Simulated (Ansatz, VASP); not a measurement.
**One calculation of Sr2SO, two programs**

```
Sr S O
1.0
     4.04324    0.00000    0.00000
     0.00000    4.04324    0.00000
     0.00000    0.00000    5.71800
Sr S O
2 1 1
Direct
  0.50000 0.50000 0.50000
  0.00000 0.00000 0.00000
  0.00000 0.00000 0.50000
  0.50000 0.50000 0.00000
```

Alike in both runs: functional BLYP; k mesh 4 × 4 × 3; occupations fermi-dirac, width 0.05 eV; no spin polarisation.

```csv
,VASP,Ansatz
version,VASP 6.6.1,Ansatz 0.2.0
potentials or method,"VASP PAW PBE potentials, release 64 (Sr_sv, S, O)",Ansatz PAW
plane-wave cutoff (eV),520,420
valence electrons in the cell,32,32
task,single point,projected density of states
```

VASP gave:

* gap on the k mesh at the Fermi level (eV): 2.34
* least direct gap on the mesh (eV): 2.34
* pressure (GPa): 2.2
* traceless stress, the component that is largest in VASP (GPa): 0.05

**Question.** What did Ansatz give for the same quantities?

**Answer.** gap on the k mesh at the Fermi level (eV): 2.37; least direct gap on the mesh (eV): 2.37; pressure (GPa): 1.9; traceless stress, the component that is largest in VASP (GPa): 0.05.

VASP's potentials were made for PBE, not for BLYP.

Noted on Ansatz's run: odd divisions of the mesh miss points on the zone boundary, where band edges often lie, so the gap on the mesh can be too wide.
